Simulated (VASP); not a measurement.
Runs of VASP 6.6.1 on SrCl2. The structure is that of space group Fm-3m (No. 225), or close to it. The cells are those of the table. 

```csv
cell,gap on the mesh (eV),pressure (GPa)
"a = 4.990, b = 4.990, c = 4.952 Å, angles 60.2, 60.2, 59.5°, 3 atoms",5.20,0.1
"a = 4.965, b = 4.965, c = 5.002 Å, angles 59.8, 59.8, 60.5°, 3 atoms",(a),0.1
"a = 5.002, b = 5.002, c = 4.927 Å, angles 60.5, 60.5, 59.0°, 3 atoms",5.15,0.1
"a = 5.016, b = 5.016, c = 4.902 Å, angles 60.7, 60.7, 58.5°, 3 atoms",5.08,(b)
```

Alike in all rows: task single point; level PBE; potentials or basis VASP PAW PBE potentials, release 64 (Sr_sv, Cl); no spin polarisation; k mesh 6 × 6 × 6; cutoff (eV) 520; smearing gaussian 0.05 eV.

Q: Estimate the missing entries.

A: (a) 5.17; (b) 0.2.

A k mesh can miss the band edges, and the runs leave out spin-orbit coupling on Sr.
